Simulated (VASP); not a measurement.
# PtSe2 (Sudovikovite) (P-3m1) in VASP: notebook, part 2 of 2

VASP 6.6.1. The steps go on from the part before.

### Step 3. Single point, PBEsol

This run uses another cell than the first one, of 19.83 Å³/atom, 1.037 times its volume.

The input, INCAR:

```
SYSTEM = PtSe2
PREC     = Accurate       ! precision mode
ENCUT    = 520            ! plane-wave cutoff, eV
EDIFF    = 1E-6           ! SCF threshold, eV
ISMEAR   = -1             ! smearing method
SIGMA    = 0.15           ! smearing width, eV
LREAL    = .False.        ! projectors in reciprocal space
LASPH    = .True.         ! aspherical terms in the spheres
NELM     = 60             ! most SCF steps
ALGO     = Normal         ! electronic algorithm
ISIF     = 2              ! what is computed and relaxed
LWAVE    = .False.        ! write WAVECAR
LCHARG   = .False.        ! write CHGCAR
GGA      = PS             ! functional
NBANDS   = 18             ! bands
```

The input, KPOINTS:

```
Automatic mesh
0
Gamma
  10 10 7
  0 0 0
```

The input, POSCAR:

```
PtSe2
1.0
    3.7613083425      0.0000000000      0.0000000000
   -1.8806541712      3.2573885761      0.0000000000
    0.0000000000      0.0000000000      4.8566690664
Pt Se
1 2
Direct
    0.0000000000      0.0000000000      0.0000000000
    0.3333333333      0.6666666667      0.2611898224
    0.6666666667      0.3333333333      0.7388101776
```

Potentials or basis: VASP PAW PBE potentials, release 64 (Pt, Se).

Launch:

```sh
cat potpaw_PBE.64/Pt/POTCAR potpaw_PBE.64/Se/POTCAR > POTCAR
mpirun -np 1 vasp_std > vasp.out
```

OUTCAR:

```text
SYSTEM = PtSe2
   PREC = Accurate
   ENCUT = 520
   EDIFF = 1E-6
   ISMEAR = -1
   LREAL = .False.
   LASPH = .True.
   NELM = 60
   ISIF = 2
   GGA = PS

 ion  position               nearest neighbor table
   1  0.000  0.000  0.000-   2 2.51   3 2.51   2 2.51   3 2.51   3 2.51   2 2.51
   2  0.333  0.667  0.261-   1 2.51   1 2.51   1 2.51
   3  0.667  0.333  0.739-   1 2.51   1 2.51   1 2.51

  LATTYP: Found a hexagonal cell.
 ALAT       =     3.7613083425
 C/A-ratio  =     1.2912180082
[... 696 lines left out ...]

  FORCE on cell =-STRESS in cart. coord.  units (eV):
  Direction    XX          YY          ZZ          XY          YZ          ZX
  --------------------------------------------------------------------------------------
  -------------------------------------------------------------------------------------
  Total        0.0339979      0.0339979      0.0173884      0.0000000      0.0000000     -0.0000000
  in kB        0.9154091      0.9154091      0.4681910      0.0000000      0.0000000     -0.0000000
  external PRESSURE =       0.7663364 kB  Pullay stress =       0.0000000 kB

 VOLUME and BASIS-vectors are now :
 -----------------------------------------------------------------------------
  energy-cutoff  :      520.00
  volume of cell :       59.50
      direct lattice vectors                 reciprocal lattice vectors
     3.761308343  0.000000000  0.000000000     0.265864936  0.153497192  0.000000000
    -1.880654171  3.257388576  0.000000000     0.000000000  0.306994384  0.000000000
     0.000000000  0.000000000  4.856669066     0.000000000  0.000000000  0.205902438

 POSITION                                       TOTAL-FORCE (eV/Angst)
 -----------------------------------------------------------------------------------
      0.00000      0.00000      0.00000         0.000000      0.000000      0.000000
     -0.00000      2.17159      1.26851        -0.000000     -0.000000      0.015508
      1.88065      1.08580      3.58816         0.000000      0.000000     -0.015508
 -----------------------------------------------------------------------------------
    total drift:                                0.000000      0.000000      0.000000

  FREE ENERGIE OF THE ION-ELECTRON SYSTEM (eV)
  ---------------------------------------------------
  free  energy   TOTEN  =       -15.9350936848 eV

  energy  without entropy=      -15.8764076510  energy(sigma->0) =      -15.90575067
```

OSZICAR:

```text
N       E                     dE             d eps       ncg     rms          rms(c)
DAV:   1     0.107120056834E+03    0.10712E+03   -0.10109E+04  2904   0.108E+03
DAV:   2    -0.116314393228E+02   -0.11875E+03   -0.11493E+03  3546   0.210E+02
DAV:   3    -0.167068060401E+02   -0.50754E+01   -0.50291E+01  3454   0.430E+01
DAV:   4    -0.167446763973E+02   -0.37870E-01   -0.37851E-01  3590   0.406E+00
DAV:   5    -0.167450337703E+02   -0.35737E-03   -0.35737E-03  3482   0.387E-01    0.127E+01
DAV:   6    -0.161843140720E+02    0.56072E+00   -0.44136E+00  2984   0.185E+01    0.781E+00
DAV:   7    -0.159608037138E+02    0.22351E+00   -0.82435E-01  2972   0.889E+00    0.388E+00
DAV:   8    -0.159379593452E+02    0.22844E-01   -0.56517E-02  3144   0.157E+00    0.803E-01
DAV:   9    -0.159350836517E+02    0.28757E-02   -0.67245E-03  3120   0.769E-01    0.204E-01
DAV:  10    -0.159350972041E+02   -0.13552E-04   -0.11101E-03  3234   0.201E-01    0.361E-02
DAV:  11    -0.159350940373E+02    0.31667E-05   -0.50742E-05  3586   0.572E-02    0.231E-02
DAV:  12    -0.159350936848E+02    0.35255E-06   -0.30397E-06  3226   0.123E-02
   1 F= -.15935094E+02 E0= -.15905751E+02  d E =-.586860E-01
```

stdout:

```text
POSCAR found type information on POSCAR PtSe
 POSCAR found :  2 types and       3 ions
 scaLAPACK will be used
 -----------------------------------------------------------------------------
|                                                                             |
|                                                                             |
|     You enforced a specific xc type in the INCAR file but a different       |
|     I HOPE YOU KNOW WHAT YOU ARE DOING!                                     |
|                                                                             |
 -----------------------------------------------------------------------------

 LDA part: xc-table for (Slater+PW92), standard interpolation
 POSCAR, INCAR and KPOINTS ok, starting setup
 FFT: planning ... GRIDC
 FFT: planning ... GRID_SOFT
 FFT: planning ... GRID
 WAVECAR not read
 entering main loop
```

It took 48 s on 1 thread of Intel Xeon Platinum 8488C (Sapphire Rapids), shared host; peak memory 0.23 GiB.

Results:

```
Free energy            : -15.9351 eV
Pressure               : 0.1 GPa
Largest force          : 0.016 eV/Å
Band gap on the k mesh : zero (band 11 reaches 7.31 eV, above the bottom of band 12 at 6.40 eV)
```

Forces on the atoms (eV/Å):
```
Pt   0.000  0.000  0.000
Se   0.000  0.000  0.016
Se   0.000  0.000 -0.016
```

Levels at points of the mesh, in eV from the Fermi level:
```
           k point  band 8  band 9  band 10  band 11  band 12  band 13  band 14  band 15
(0.00, 0.00, 0.00)   -2.40   -0.95    -0.95     0.81     1.25     1.25     3.33     4.13
(0.50, 0.00, 0.00)   -3.64   -3.29    -3.22    -2.86     0.61     2.57     4.99     6.06
```

Caveat: the PAW data sets were made with another functional, which shifts forces and pressure a little; spin-orbit coupling is left out, which moves the levels of the heavy elements.

### Step 4. Single point, PBE+D3(BJ)

This run uses another cell than the first one, of 19.79 Å³/atom, 1.035 times its volume.

The input, INCAR:

```
SYSTEM = PtSe2
  PREC = Accurate
  ENCUT = 520
  EDIFF = 1E-6
  ISMEAR = -1
  SIGMA = 0.15
  LREAL = .False.
  LASPH = .True.
  NELM = 80
  ALGO = Normal
  ISIF = 2
  LWAVE = .False.
  LCHARG = .False.
  GGA = PE
  IVDW = 12
  NBANDS = 18
```

The input, KPOINTS:

```
regular mesh
0
Gamma
  10 10 7
  0 0 0
```

The input, POSCAR:

```
PtSe2
1.0
    3.7714291476      0.0000000000      0.0000000000
   -1.8857145738      3.2661534504      0.0000000000
    0.0000000000      0.0000000000      4.8206358038
Pt Se
1 2
Direct
    0.0000000000      0.0000000000      0.0000000000
    0.3333333333      0.6666666667      0.2658109805
    0.6666666667      0.3333333333      0.7341890195
```

Launch:

```sh
cat potpaw_PBE.64/Pt/POTCAR potpaw_PBE.64/Se/POTCAR > POTCAR
mpirun -np 1 vasp_std > vasp.out
```

It took 44 s on 1 thread of Intel Xeon Platinum 8488C (Sapphire Rapids), shared host; peak memory 0.24 GiB.

Results (log left out):

```
Free energy                : -15.6951 eV
Pressure                   : 0.0 GPa
Largest force              : 0.008 eV/Å
Band gap on the k mesh     : zero (band 11 reaches 7.49 eV, above the bottom of band 12 at 6.57 eV)
Dispersion energy per atom : -0.490 eV
```

Forces on the atoms (eV/Å):
```
Pt   0.000  0.000  0.000
Se   0.000  0.000  0.008
Se   0.000  0.000 -0.008
```

Levels at points of the mesh, in eV from the Fermi level:
| k point | band 9 | band 10 | band 11 | band 12 | band 13 | band 14 |
| --- | --- | --- | --- | --- | --- | --- |
| (0.00, 0.00, 0.00) | -0.93 | -0.93 | 0.85 | 1.14 | 1.14 | 3.43 |
| (0.50, 0.00, 0.00) | -3.22 | -3.16 | -2.83 | 0.58 | 2.58 | 5.11 |

Caveat: spin-orbit coupling is left out, which moves the levels of the heavy elements; pairwise dispersion overbinds metals, which lowers pressure and volume.

### Step 5. Single point, PBE

This run uses another cell than the first one, of 25.48 Å³/atom, 1.332 times its volume.

The input, INCAR:

```
SYSTEM = PtSe2
  PREC = Accurate
  ENCUT = 520
  EDIFF = 1E-6
  ISMEAR = -1
  SIGMA = 0.15
  LREAL = .False.
  LASPH = .True.
  NELM = 100
  ALGO = Normal
  ISIF = 2
  LWAVE = .False.
  LCHARG = .True.
  GGA = PE
  LELF = .True.
  LVHAR = .True.
  NBANDS = 18
```

The input, KPOINTS:

```
Automatic mesh
0
Gamma
  10 10 7
  0 0 0
```

The input, POSCAR:

```
PtSe2
1.0
    3.7545619257      0.0000000000      0.0000000000
   -1.8772809629      3.2515460078      0.0000000000
    0.0000000000      0.0000000000      6.2617307799
Pt Se
1 2
Direct
    0.0000000000      0.0000000000      0.0000000000
    0.3333333333      0.6666666667      0.2084701919
    0.6666666667      0.3333333333      0.7915298081
```

Launch:

```sh
cat potpaw_PBE.64/Pt/POTCAR potpaw_PBE.64/Se/POTCAR > POTCAR
mpirun -np 1 vasp_std > vasp.out
```

It took 69 s on 1 thread of Intel Xeon Platinum 8488C (Sapphire Rapids), shared host; peak memory 0.26 GiB.

Results (log left out):

```
Free energy            : -14.3056 eV
Pressure               : 0.0 GPa
Band gap on the k mesh : 0.80 eV, indirect (least direct gap 1.06 eV)
```

Levels at points of the mesh, in eV from the valence-band top:
```
           k point  band 8  band 9  band 10  band 11  band 12  band 13  band 14  band 15
(0.00, 0.00, 0.00)   -1.75   -0.39    -0.39    -0.18     2.48     2.48     4.12     5.03
(0.50, 0.00, 0.00)   -2.61   -2.27    -2.25    -2.07     1.76     2.41     4.61     5.96
```

Caveat: spin-orbit coupling is left out, which moves the levels of the heavy elements; this functional lacks dispersion, which binds the layers, so the pressure and a relaxed spacing across them are unreliable. As with any semilocal functional, this PBE gap is likely too small.

### Step 6. Relaxation of cell and atoms, revPBE+D3(BJ)

This run uses another cell than the first one, of 20.27 Å³/atom, 1.059 times its volume.

The input, INCAR:

```
SYSTEM = PtSe2
PREC = Accurate
ENCUT = 600
EDIFF = 1E-6
ISMEAR = -1
SIGMA = 0.15
LREAL = .False.
LASPH = .True.
NELM = 100
ALGO = Normal
ISIF = 3
LWAVE = .False.
LCHARG = .False.
GGA = RE
IVDW = 12
IBRION = 2
NSW = 80
EDIFFG = -0.02
```

KPOINTS is that of step 5.

The input, POSCAR:

```
PtSe2
1.0
    3.7240000000      0.0000000000      0.0000000000
   -1.8620000000      3.2250790000      0.0000000000
    0.0000000000      0.0000000000      5.0620000000
Pt Se
1 2
Direct
    0.0000000000      0.0000000000      0.0000000000
    0.3333333333      0.6666666667      0.2500000000
    0.6666666667      0.3333333333      0.7500000000
```

Potentials or basis: VASP PAW PBE potentials, release 64 (Pt, Se).

Launch:

```sh
cat potpaw_PBE.64/Pt/POTCAR potpaw_PBE.64/Se/POTCAR > POTCAR
mpirun -np 1 vasp_std > vasp.out
```

Wall time 8.3 min (1 thread of Intel Xeon Platinum 8488C (Sapphire Rapids), shared host); peak memory 0.28 GiB.

The run converged. Its results:

- Free energy: -15.8772 eV
- Relaxed volume: 19.12 Å³/atom
- Relaxed cell: a = 3.761 Å, b = 3.761 Å, c = 4.682 Å, α = 90.00°, β = 90.00°, γ = 120.00°
- Space group after relaxing (to 0.05 Å): P-3m1 (No. 164)
- Energy gained by relaxing: 32.9 meV/atom
- Ionic steps: 14
- Pressure after relaxing: -0.1 GPa
- Largest force after relaxing: 0.006 eV/Å
- Band gap on the k mesh: zero (band 11 reaches 8.11 eV, above the bottom of band 12 at 7.09 eV)
- Dispersion energy per atom: -0.985 eV

Forces in eV/Å, atoms in the order of the input:
```
Pt   0.000  0.000  0.000
Se   0.000  0.000  0.006
Se   0.000  0.000 -0.006
```

Stress tensor (GPa, compression positive):
```
-0.13  0.00  0.00
 0.00 -0.13  0.00
 0.00  0.00  0.05
```

The path:
```
step  energy change (eV)  largest force (eV/Å)  pressure (GPa)  volume (Å³)
   1              0.0000                0.6916            1.70        60.80
   2             -0.0079                0.0391           -4.42        62.70
   3             -0.0202                0.2684           -1.87        61.85
   4             -0.0492                0.2008           -1.53        60.69
   5             -0.0929                0.0728            0.46        57.29
   6             -0.0959                0.1853           -0.82        57.40
   7             -0.0963                0.1578           -0.52        57.38
   8             -0.0969                0.0378            0.97        56.72
   9             -0.0980                0.0507            0.29        57.01
  10             -0.0984                0.0369           -0.17        57.26
  11             -0.0984                0.0395           -0.08        57.21
  12             -0.0986                0.0098            0.17        57.20
  13             -0.0986                0.0027            0.13        57.20
  14             -0.0986                0.0056           -0.07        57.35
```

Final structure:
```
Pt Se
1.0
     3.76074    0.00000    0.00000
    -1.88037    3.25690    0.00000
     0.00000    0.00000    4.68187
Pt Se
1 2
Direct
  0.00000 0.00000 0.00000
  0.33333 0.66667 0.27282
  0.66667 0.33333 0.72718
```

Levels at points of the mesh, in eV from the Fermi level:
| k point | band 7 | band 8 | band 9 | band 10 | band 11 | band 12 | band 13 | band 14 | band 15 |
| --- | --- | --- | --- | --- | --- | --- | --- | --- | --- |
| (0.00, 0.00, 0.00) | -3.75 | -2.42 | -0.95 | -0.95 | 0.96 | 0.96 | 0.96 | 3.34 | 4.38 |
| (0.50, 0.00, 0.00) | -3.87 | -3.49 | -3.27 | -3.21 | -2.89 | 0.54 | 2.75 | 5.32 | 6.39 |

Caveat: the PAW data sets were made with another functional, which shifts forces and pressure a little; spin-orbit coupling is left out, which moves the levels of the heavy elements; pairwise dispersion overbinds metals, which lowers pressure and volume.

### Step 7. The runs side by side

```csv
task,level,cell,cutoff (eV),gap on the mesh (eV),pressure (GPa),largest force (eV/Å)
single point,revPBE+D3(BJ),"a = 3.757, b = 3.757, c = 4.695 Å, angles 90.0, 90.0, 120.0°, 3 atoms",520,none,0.0,0.01
single point,PBEsol,"a = 3.761, b = 3.761, c = 4.857 Å, angles 90.0, 90.0, 120.0°, 3 atoms",520,none,0.1,0.02
single point,PBE+D3(BJ),"a = 3.771, b = 3.771, c = 4.821 Å, angles 90.0, 90.0, 120.0°, 3 atoms",520,none,0.0,0.01
single point,PBE,"a = 3.755, b = 3.755, c = 6.262 Å, angles 90.0, 90.0, 120.0°, 3 atoms",520,0.80,0.0,-
relaxation of cell and atoms,revPBE+D3(BJ),"relaxed from a = 3.724, b = 3.724, c = 5.062 Å, angles 90.0, 90.0, 120.0°, 3 atoms",600,none,-0.1,0.01
```

Alike in all rows: potentials or basis VASP PAW PBE potentials, release 64 (Pt, Se); no spin polarisation; k mesh 10 × 10 × 7; smearing fermi-dirac 0.15 eV.

Caveats: spin-orbit coupling is left out, which moves the levels of the heavy elements; the PAW data sets were made with another functional, which shifts forces and pressure a little (some runs); pairwise dispersion overbinds metals, which lowers pressure and volume (some runs); this functional lacks dispersion, which binds the layers, so the pressure and a relaxed spacing across them are unreliable (some runs).

Total energies depend on the potentials used, so only differences within one code and one set of settings carry meaning.
